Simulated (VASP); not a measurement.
# ZnS (P2_1) in VASP: single point with r2SCAN

Aim: the single point of ZnS with r2SCAN.

All numbers are computed with VASP 6.6.1; they aren't measurements. Logs are shortened: lines on timing, memory, paths and dates and some standing lists are left out, and cuts for length are marked.

## (1) The cell of the first run

It takes space group P2_1 (No. 4, monoclinic). The conventional cell has a = 3.811 Å, b = 6.234 Å, c = 3.811 Å, α = 90.00°, β = 120.00°, γ = 90.00°. Zn (site symmetry 1) has 4 S at 2.26 to 2.40 Å within 3.0 Å. Within 3.0 Å of S (site symmetry 1) lie 4 Zn at 2.26 to 2.40 Å.

## (2) Single point, r2SCAN (atoms displaced along a vibrational mode)

Contents of POSCAR:

```
ZnS
1.0
    3.8109987816      0.0000000000      0.0000000000
   -1.9054993908      3.3004217586      0.0000000000
    0.0000000000      0.0000000000      6.2340000000
Zn S
2 2
Direct
    0.3279401464      0.6666666667      0.0000000000
    0.6720598536      0.3333333333      0.5000000000
    0.3202134131      0.6666666667      0.3850000000
    0.6797865869      0.3333333333      0.8850000000
```

Contents of INCAR.step1:

```
  PREC = Accurate
  ENCUT = 520
  ISMEAR = 0
  SIGMA = 0.05
  LREAL = F
  LASPH = T
  NELM = 80
  NBANDS = 26
  GGA = PE
  ALGO = Normal
  EDIFF = 1E-4
  LWAVE = T
  LCHARG = F
```

Contents of INCAR.step2:

```
  PREC = Accurate
  ENCUT = 520
  EDIFF = 1E-6
  ISMEAR = 0
  SIGMA = 0.05
  LREAL = F
  LASPH = T
  NELM = 80
  ALGO = Normal
  ISIF = 2
  LWAVE = F
  LCHARG = F
  METAGGA = R2SCAN
  LMIXTAU = T
  NBANDS = 26
  ISTART = 1
```

Contents of KPOINTS:

```
regular mesh
0
Gamma
  6 6 4
```

Potentials or basis: VASP PAW PBE potentials, release 64 (Zn, S).

Command:

```bash
$ cat potpaw_PBE.64/Zn/POTCAR potpaw_PBE.64/S/POTCAR > POTCAR
$ cp INCAR.step1 INCAR
$ mpirun -np 1 vasp_std > vasp.out
$ cp INCAR.step2 INCAR
$ mpirun -np 1 vasp_std > vasp.out
```

OUTCAR:

```text
PREC = Accurate
   ENCUT = 520
   EDIFF = 1E-6
   ISMEAR = 0
   LREAL = F
   LASPH = T
   NELM = 80
   ISIF = 2
   METAGGA = R2SCAN
   ISTART = 1

 ion  position               nearest neighbor table
   1  0.328  0.667  0.000-   4 2.26   4 2.32   4 2.37   3 2.40
   2  0.672  0.333  0.500-   3 2.26   3 2.32   3 2.37   4 2.40
   3  0.320  0.667  0.385-   2 2.26   2 2.32   2 2.37   1 2.40
   4  0.680  0.333  0.885-   1 2.26   1 2.32   1 2.37   2 2.40

  LATTYP: Found a hexagonal cell.
 ALAT       =     3.8109987816
 C/A-ratio  =     1.6357916539

  Lattice vectors:

 A1 = (   3.8109987816,   0.0000000000,   0.0000000000)
 A2 = (  -1.9054993908,   3.3004217586,   0.0000000000)
 A3 = (   0.0000000000,   0.0000000000,   6.2340000000)

Analysis of symmetry for initial positions (statically):
=====================================================================
 Subroutine PRICEL returns:
 Original cell was already a primitive cell.

 Routine SETGRP: Setting up the symmetry group for a
 hexagonal supercell.

 Subroutine GETGRP returns: Found  2 space group operations
 (whereof  1 operations were pure point group operations)
 out of a pool of 24 trial point group operations.

The static configuration has the point symmetry C_1 .
 The point group associated with its full space group is C_2 .

Analysis of symmetry for dynamics (positions and initial velocities):
=====================================================================
 Subroutine PRICEL returns:
 Original cell was already a primitive cell.

 Routine SETGRP: Setting up the symmetry group for a
 hexagonal supercell.

 Subroutine GETGRP returns: Found  2 space group operations
 (whereof  1 operations were pure point group operations)
 out of a pool of 24 trial point group operations.

The dynamic configuration has the point symmetry C_1 .
 The point group associated with its full space group is C_2 .

 Subroutine INISYM returns: Found  2 space group operations
 (whereof  1 operations are pure point group operations),
 and found     1 'primitive' translations

----------------------------------------------------------------------------------------

                                     Primitive cell

  volume of cell :      78.4106

  direct lattice vectors                    reciprocal lattice vectors
     3.810998782  0.000000000  0.000000000     0.262398405  0.151495789  0.000000000
    -1.905499391  3.300421759  0.000000000     0.000000000  0.302991579  0.000000000
     0.000000000  0.000000000  6.234000000     0.000000000  0.000000000  0.160410651

  length of vectors
     3.810998782  3.810998782  6.234000000     0.302991579  0.302991579  0.160410651

  position of ions in fractional coordinates (direct lattice)
     0.327940146  0.666666667  0.000000000
     0.672059854  0.333333333  0.500000000
     0.320213413  0.666666667  0.385000000
     0.679786587  0.333333333  0.885000000

  ion indices of the primitive-cell ions
   primitive index   ion index
                 1           1
                 2           2
                 3           3
                 4           4

----------------------------------------------------------------------------------------

 KPOINTS: regular mesh

Automatic generation of k-mesh.
 Grid dimensions read from file:
 generate k-points for:    6    6    4

 Generating k-lattice:

  Cartesian coordinates                     Fractional coordinates (reciprocal lattice)
     0.043733067  0.025249298  0.000000000     0.166666667  0.000000000  0.000000000
     0.000000000  0.050498596  0.000000000     0.000000000  0.166666667  0.000000000
     0.000000000  0.000000000  0.040102663     0.000000000  0.000000000  0.250000000

  Length of vectors
     0.050498596  0.050498596  0.040102663

  Shift w.r.t. Gamma in fractional coordinates (k-lattice)
     0.000000000  0.000000000  0.000000000

 Subroutine IBZKPT returns following result:
 ===========================================

 Found     60 irreducible k-points:

 Following reciprocal coordinates:
            Coordinates               Weight
  0.000000  0.000000  0.000000      1.000000
  0.166667  0.000000  0.000000      2.000000
  0.000000  0.166667  0.000000      2.000000
 -0.166667  0.166667  0.000000      2.000000
  0.333333  0.000000  0.000000      2.000000
  0.000000  0.333333  0.000000      2.000000
[... 16 lines left out ...]
  0.000000  0.166667  0.250000      4.000000
 -0.166667  0.166667  0.250000      4.000000
 [... further k-points ...]
   k-points           NKPTS =     60   k-points in BZ     NKDIM =     60   number of bands    NBANDS=     26
   number of dos      NEDOS =    301   number of ions     NIONS =      4
   total plane-waves  NPLWV =  37632
   dimension x,y,z NGX =    28 NGY =   28 NGZ =   48
   dimension x,y,z NGXF=    56 NGYF=   56 NGZF=   96
   ions per type =               2   2
   NGX,Y,Z   is equivalent  to a cutoff of  12.21, 12.21, 12.80 a.u.
   NGXF,Y,Z  is equivalent  to a cutoff of  24.43, 24.43, 25.60 a.u.
 SYSTEM =  unknown system
   PREC   = accura    normal or accurate (medium, high low for compatibility)
   ISTART =      1    job   : 0-new  1-cont  2-samecut
   ICHARG =      0    charge: 1-file 2-atom 10-const
   ISPIN  =      1    spin polarized calculation?
   LNONCOLLINEAR =      F non collinear calculations
   LSORBIT =      F    spin-orbit coupling
   LASPH  =      T    aspherical Exc in radial PAW
   ENCUT  =  520.0 eV  38.22 Ry    6.18 a.u.   7.09  7.09 11.59*2*pi/ulx,y,z
   NELM   =     80;   NELMIN=  2; NELMDL=  0     # of ELM steps
   EDIFF  = 0.1E-05   stopping-criterion for ELM
   LREAL  =      F    real-space projection
   EDIFFG = 0.1E-04   stopping-criterion for IOM
   NSW    =      0    number of steps for IOM
   IBRION =     -1    ionic relax: 0-MD 1-quasi-New 2-CG
   NFREE  =      0    steps in history (QN), initial steepest desc. (CG)
   ISIF   =      2    stress and relaxation
   ISYM   =      2    0-nonsym 1-usesym 2-fastsym
   POTIM  = 0.5000    time-step for ionic-motion
   TEBEG  =    0.0;   TEEND  =   0.0 temperature during run
   PSTRESS=    0.0 pullay stress
   NELECT =      36.0000    total number of electrons
   NUPDOWN=      -1.0000    fix difference up-down
   EMIN   =  10.00;   EMAX   =-10.00  energy-range for DOS
   EFERMI =   0.00;   METHOD = LEGACY
   ISMEAR =     0;   SIGMA  =   0.05  broadening in eV -4-tet -1-fermi 0-gaus
   EFERMI_NEDOS =   21; number of points for ismear=-14 and -15
   IALGO  =     38    algorithm
   IMIX   =      4    mixing-type and parameters
     AMIX     =   0.40;   BMIX     =  1.00
     AMIX_MAG =   1.60;   BMIX_MAG =  1.00
  volume/ion in A,a.u.               =      19.60       132.29
  Fermi-wavevector in a.u.,A,eV,Ry     =   1.262944  2.386617 21.701656  1.595027
  Thomas-Fermi vector in A             =   2.396326
   LORBIT       =      0    0 simple, 1 ext, 2 COOP (PROOUT), +10 PAW based schemes
   METAGGA = R2SCAN    functional components
   LHFCALC =     F    Hartree Fock is set to
   AEXX    =    0.0000 exact exchange contribution
   IVDW    =     0    specifies the selected vdW correction
   LEPSILON=     F    determine dielectric tensor
   LRPA    =     F    only Hartree local field effects (RPA)
 non-spin polarized calculation
 Gauss-broadening in eV      SIGMA  =   0.05
  energy-cutoff  :      520.00
  volume of cell :       78.41
 maximum number of plane-waves:      2133
   NGX = 15   NGY = 15   NGZ = 23

 number of electron      35.9999986 magnetization

 Free energy of the ion-electron system (eV)
  ---------------------------------------------------
  ext. energy  EPLUGINS =         0.00000000
  ---------------------------------------------------
  free energy    TOTEN  =       -37.66329855 eV

  energy without entropy =      -37.66329855  energy(sigma->0) =      -37.66329855

 E-fermi :   2.1243     XC(G=0): -10.3059

 val. band max:        1.9120670790   @ k =   0.0000   0.0000   0.0000
 cond. band min:       4.7126917090   @ k =   0.0000   0.0000   0.0000
 fundamental gap:      2.8006246301
 Fermi energy:         2.1243303512

 k-point     1 :       0.0000    0.0000    0.0000
  band No.  band energies     occupation
      1     -11.8476      2.00000
      2     -10.9066      2.00000
      3      -4.6902      2.00000
      4      -4.6267      2.00000
      5      -4.6154      2.00000
      6      -4.5790      2.00000
[... 18 lines left out ...]
     25      10.3081      0.00000
     26      11.7733      0.00000

 k-point     2 :       0.1667    0.0000    0.0000
  band No.  band energies     occupation
      1     -11.6543      2.00000
      2     -10.8005      2.00000
      3      -4.6955      2.00000
      4      -4.5923      2.00000
      5      -4.5619      2.00000
      6      -4.5352      2.00000
[... 18 lines left out ...]
     25      10.7080      0.00000
     26      10.7776      0.00000

 k-point     3 :       0.0000    0.1667    0.0000
  band No.  band energies     occupation
      1     -11.6583      2.00000
      2     -10.8005      2.00000
      3      -4.6831      2.00000
      4      -4.6120      2.00000
      5      -4.5675      2.00000
      6      -4.5272      2.00000
[... 18 lines left out ...]
     25      10.6360      0.00000
     26      10.9784      0.00000

 k-point     4 :      -0.1667    0.1667    0.0000
  band No.  band energies     occupation
      1     -11.6630      2.00000
      2     -10.8008      2.00000
      3      -4.6602      2.00000
      4      -4.6252      2.00000
      5      -4.5884      2.00000
      6      -4.5443      2.00000
[... 18 lines left out ...]
     25      10.5638      0.00000
     26      11.1072      0.00000
[... 496 lines left out ...]
      1     -11.5429      2.00000
      2     -10.9413      2.00000
      3      -4.6918      2.00000
      4      -4.6110      2.00000
      5      -4.5566      2.00000
      6      -4.5405      2.00000
[... 18 lines left out ...]
     25      10.3836      0.00000
     26      10.8813      0.00000

 k-point    23 :       0.0000    0.1667    0.2500
  band No.  band energies     occupation
      1     -11.5465      2.00000
      2     -10.9421      2.00000
      3      -4.6797      2.00000
      4      -4.6210      2.00000
      5      -4.5693      2.00000
      6      -4.5367      2.00000
[... 18 lines left out ...]
     25      10.5204      0.00000
     26      10.8910      0.00000

 k-point    24 :      -0.1667    0.1667    0.2500
  band No.  band energies     occupation
      1     -11.5508      2.00000
      2     -10.9434      2.00000
      3      -4.6552      2.00000
      4      -4.6270      2.00000
      5      -4.5962      2.00000
      6      -4.5601      2.00000
[... 18 lines left out ...]
     25      10.6750      0.00000
     26      10.8233      0.00000

 [... further k-points ...]

------------------------ aborting loop because EDIFF is reached ----------------------------------------

  FORCE on cell =-STRESS in cart. coord.  units (eV):
  Direction    XX          YY          ZZ          XY          YZ          ZX
  --------------------------------------------------------------------------------------
  -------------------------------------------------------------------------------------
  Total        0.6154896      0.4926795     -0.4889270      0.9420819      0.0000000      0.0000000
  in kB       12.5763972     10.0669983     -9.9903238     19.2497108      0.0000000      0.0000000
  external PRESSURE =       4.2176906 kB  Pullay stress =       0.0000000 kB

 VOLUME and BASIS-vectors are now :
 -----------------------------------------------------------------------------
  energy-cutoff  :      520.00
  volume of cell :       78.41
      direct lattice vectors                 reciprocal lattice vectors
     3.810998782  0.000000000  0.000000000     0.262398405  0.151495789  0.000000000
    -1.905499391  3.300421759  0.000000000     0.000000000  0.302991579  0.000000000
     0.000000000  0.000000000  6.234000000     0.000000000  0.000000000  0.160410651

 POSITION                                       TOTAL-FORCE (eV/Angst)
 -----------------------------------------------------------------------------------
     -0.02055      2.20028      0.00000         0.472162      0.049324      0.351727
      1.92605      1.10014      3.11700        -0.472162     -0.049324      0.351727
     -0.05000      2.20028      2.40009         0.532223      0.061665     -0.351727
      1.95550      1.10014      5.51709        -0.532223     -0.061665     -0.351727
 -----------------------------------------------------------------------------------
    total drift:                               -0.000000      0.000000      0.006235

  FREE ENERGIE OF THE ION-ELECTRON SYSTEM (eV)
  ---------------------------------------------------
  free  energy   TOTEN  =       -37.6632985467 eV

  energy  without entropy=      -37.6632985467  energy(sigma->0) =      -37.66329855
```

Run time: 9.7 min. Hardware: 1 thread of Intel Xeon 8259CL, shared host; peak memory 0.26 GiB.

Results:

```yaml
Free_energy: -37.6633 eV
Pressure: 0.4 GPa
Largest_force: 0.641 eV/Å
Band_gap_on_the_k_mesh: 2.80 eV
```

Forces in eV/Å, atoms in the order of the input:
```
Zn   0.472  0.049  0.352
Zn  -0.472 -0.049  0.352
S    0.532  0.062 -0.352
S   -0.532 -0.062 -0.352
```

Levels at points of the mesh, in eV from the valence-band top:
```tsv
k point	band 16	band 17	band 18	band 19	band 20	band 21
(0.00, 0.00, 0.00)	-0.08	-0.02	0.00	2.80	3.49	6.73
(0.50, 0.00, 0.00)	-2.32	-1.78	-1.03	4.05	4.89	5.73
(0.00, 0.50, 0.00)	-2.32	-1.60	-1.02	3.97	4.75	5.50
(0.50, 0.50, 0.00)	-2.35	-1.44	-1.03	3.89	4.63	5.28
(0.00, 0.00, 0.50)	-0.58	-0.39	-0.39	4.03	4.03	7.04
(0.50, 0.00, 0.50)	-1.73	-1.56	-1.56	3.97	3.97	5.61
(0.00, 0.50, 0.50)	-1.75	-1.56	-1.56	4.00	4.00	5.54
(0.50, 0.50, 0.50)	-1.75	-1.61	-1.61	4.04	4.04	5.51
```

Caveat: the cell differs from its parent crystal (atoms displaced along a vibrational mode); the PAW data sets were made with another functional, which shifts forces and pressure a little.
